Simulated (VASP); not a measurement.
Wanted: the native input for a VASP 6.6.1 run.

| Property | Result |
| --- | --- |
| Task | single point |
| Functional | PBEsol |
| Potentials or basis | VASP PAW PBE potentials, release 64 (N) |
| Cutoff | 520 eV |
| k mesh | 4 × 4 × 3 |
| Occupations | methfessel-paxton, width 0.01 eV |
| Spin | no spin polarisation |
| Dipole correction | no |
| Further INCAR settings | ALGO = Normal; EDIFF = 1e-07; NBANDS = 18 |

The structure of N lies in POSCAR:

```
N
1.0
    4.0840620000      0.0000000000      0.0000000000
    0.0000000000      4.0840620000      0.0000000000
    0.0000000000      0.0000000000      5.3459130000
N
4
Direct
    0.9042750000      0.9042750000      0.0000000000
    0.5957250000      0.4042750000      0.5000000000
    0.0957250000      0.0957250000      0.0000000000
    0.4042750000      0.5957250000      0.5000000000
```

These files were run (other wordings do the same):

INCAR

```
PREC = Accurate
ENCUT = 520
EDIFF = 1E-7
ISMEAR = 1
SIGMA = 0.01
LREAL = F
LASPH = T
NELM = 80
ALGO = Normal
ISIF = 2
LWAVE = F
LCHARG = F
GGA = PS
NBANDS = 18
```

KPOINTS

```
Automatic mesh
0
Gamma
  4 4 3
```

Potentials or basis: VASP PAW PBE potentials, release 64 (N).

Launch:

```console
$ cat potpaw_PBE.64/N/POTCAR > POTCAR
$ mpirun -np 1 vasp_std > vasp.out
```

Results of the run:

- Pressure: 1.2 GPa
- Largest force: 0.867 eV/Å
- Band gap on the k mesh: 6.84 eV (least direct gap 7.03 eV)

Caveat: the standard files for N, O and F lose accuracy on very short bonds; this functional lacks dispersion, which holds the molecules together, so the pressure and a relaxed volume are unreliable; the PAW data sets were made with another functional, which shifts forces and pressure a little; an odd mesh through Γ misses points on the zone boundary, where band edges can lie.

It took 29 s on 1 thread of Intel Xeon 8259CL, with other jobs on the host, peak memory 0.17 GiB.
